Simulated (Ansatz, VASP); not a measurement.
One calculation of P, two programs

File POSCAR:

```
P
1.0
    4.6274954316      0.0000000000      0.0000000000
    0.0000000000      3.2918635005      0.0000000000
    0.0000000000      0.0000000000     27.8195791164
P
4
Direct
    0.0912379300      0.0000000000      0.3789328423
    0.4087620700      0.5000000000      0.3789328423
    0.5912379300      0.5000000000      0.3040393882
    0.9087620700      0.0000000000      0.3040393882
```

The input INCAR.step1:

```
SYSTEM = P
PREC     = Accurate       ! precision mode
ENCUT    = 440            ! plane-wave cutoff, eV
EDIFF    = 1E-5           ! SCF threshold, eV
ISMEAR   = 0              ! smearing method
SIGMA    = 0.01           ! smearing width, eV
LREAL    = .FALSE.        ! projectors in reciprocal space
LASPH    = .TRUE.         ! aspherical terms in the spheres
NELM     = 120            ! most SCF steps
ALGO     = Normal         ! electronic algorithm
ISIF     = 2              ! what is computed and relaxed
LWAVE    = .TRUE.         ! write WAVECAR
LDIPOL   = .TRUE.       
IDIPOL   = 3            
DIPOL    = 0.5 0.5 0.341
GGA      = PE             ! functional
NBANDS   = 18             ! bands
GGA_COMPAT= .FALSE.      
NELMDL   = -8
```

The input INCAR.step2:

```
SYSTEM = P
PREC     = Accurate       ! precision mode
ENCUT    = 440            ! plane-wave cutoff, eV
EDIFF    = 1E-6           ! SCF threshold, eV
ISMEAR   = 0              ! smearing method
SIGMA    = 0.01           ! smearing width, eV
LREAL    = .FALSE.        ! projectors in reciprocal space
LASPH    = .TRUE.         ! aspherical terms in the spheres
NELM     = 120            ! most SCF steps
ALGO     = Normal         ! electronic algorithm
ISIF     = 2              ! what is computed and relaxed
LWAVE    = .FALSE.        ! write WAVECAR
LCHARG   = .TRUE.         ! write CHGCAR
LDIPOL   = .TRUE.       
IDIPOL   = 3            
DIPOL    = 0.5 0.5 0.341
METAGGA  = R2SCAN         ! meta-GGA
LHFCALC  = .TRUE.         ! exact exchange
AEXX     = 0.25           ! exact-exchange fraction
LMIXTAU  = .TRUE.       
PRECFOCK = Normal       
LELF     = .TRUE.         ! ELF
LVHAR    = .TRUE.       
LVACPOTAV= .TRUE.       
ISTART   = 1            
NBANDS   = 18             ! bands
GGA_COMPAT= .FALSE.
```

The input KPOINTS:

```
regular mesh
0
G
  4 6 1
  0 0 0
```

Input for Ansatz:

```yaml
crystal:
  lattice:
    - [4.6274954316, 0.0, 0.0]
    - [0.0, 3.2918635005, 0.0]
    - [0.0, 0.0, 27.8195791164]
  atoms:
    - { symbol: P, position: [0.09123793, 0.0, 0.3789328423] }
    - { symbol: P, position: [0.40876207, 0.5, 0.3789328423] }
    - { symbol: P, position: [0.59123793, 0.5, 0.3040393882] }
    - { symbol: P, position: [0.90876207, 0.0, 0.3040393882] }
  periodic: [true, true, false]
kpoints:
  mp_grid: { grid: [4, 6, 1] }
  band_path:
    path:
      - [0.0, 0.0, 0.0]
      - [0.5, 0.0, 0.0]
      - [0.5, 0.5, 0.0]
      - [0.0, 0.5, 0.0]
      - [0.0, -0.049479, 0.0]
    npoints: 1
hamiltonian:
  xc: r2scan0
scf:
  occupations: { method: fixed }
  n_extra_bands: 5
output:
  forces: true
  stress: true
  eigenvalues: true
```

Alike in both runs: task single point; functional r2SCAN0; k mesh 4 × 6 × 1; no spin polarisation.

```csv
,VASP,Ansatz
version,VASP 6.6.1,Ansatz 0.2.0
potentials or method,"VASP PAW PBE potentials, release 64 (P)","plane waves, PAW"
plane-wave cutoff (eV),440,500
occupations,"gaussian, width 0.01 eV",fixed
valence electrons in the cell,20,20
```

VASP gave:

| Property | Result |
| --- | --- |
| gap on the k mesh at the Fermi level (eV) | 2.41 |
| rms of the force components (eV/Å) | 0.186 |

Question: Which values does Ansatz return?

Answer: gap on the k mesh at the Fermi level (eV): 2.37; rms of the force components (eV/Å): 0.124.

VASP's potentials were made for PBE, not for r2SCAN0. Atom by atom the forces differ by 0.066 eV/Å (rms over components). Ansatz's warnings: stress exchange threshold loose, stress scf threshold loose.
